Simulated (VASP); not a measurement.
## Os: single point with PBEsol

Os:

```xyz
1
Lattice="-1.5314 1.5314 1.5314 1.5314 -1.5314 1.5314 1.5314 1.5314 -1.5314" Properties=species:S:1:pos:R:3 pbc="T T T"
Os    0.0000    0.0000    0.0000
```

| Item | Value |
| --- | --- |
| Program | VASP 6.6.1 |
| Task | single point |
| Functional | PBEsol |
| Potentials or basis | VASP PAW PBE potentials, release 64 (Os) |
| Cutoff | 520 eV |
| k mesh | 24 × 24 × 24 |
| Occupations | fermi-dirac, width 0.1 eV |
| Spin | no spin polarisation |

```
Pressure               : 0.5 GPa
Band gap on the k mesh : zero (band 4 reaches 11.66 eV, above the bottom of band 5 at 6.97 eV)
```

Levels at points of the mesh, in eV from the Fermi level:
```
           k point  band 1  band 2  band 3  band 4  band 5  band 6  band 7  band 8  band 9
(0.00, 0.00, 0.00)  -11.04   -3.40   -3.40   -3.40   -0.09   -0.09   16.23   16.23   16.23
(0.50, 0.00, 0.00)   -7.84   -5.49   -0.25   -0.22    0.57    3.30    9.06   12.45   17.12
(0.50, 0.50, 0.50)   -7.44   -7.44    2.45    2.45    2.45    7.88    7.88    7.88   15.45
```

Run time: 42 s on 1 thread of AMD EPYC 7R43 64-Core Processor (Zen 3) (shared host), peak memory 0.14 GiB.

Caveat: the PAW data sets were made with another functional, which shifts forces and pressure a little; spin-orbit coupling is left out, which moves the levels of the heavy elements.
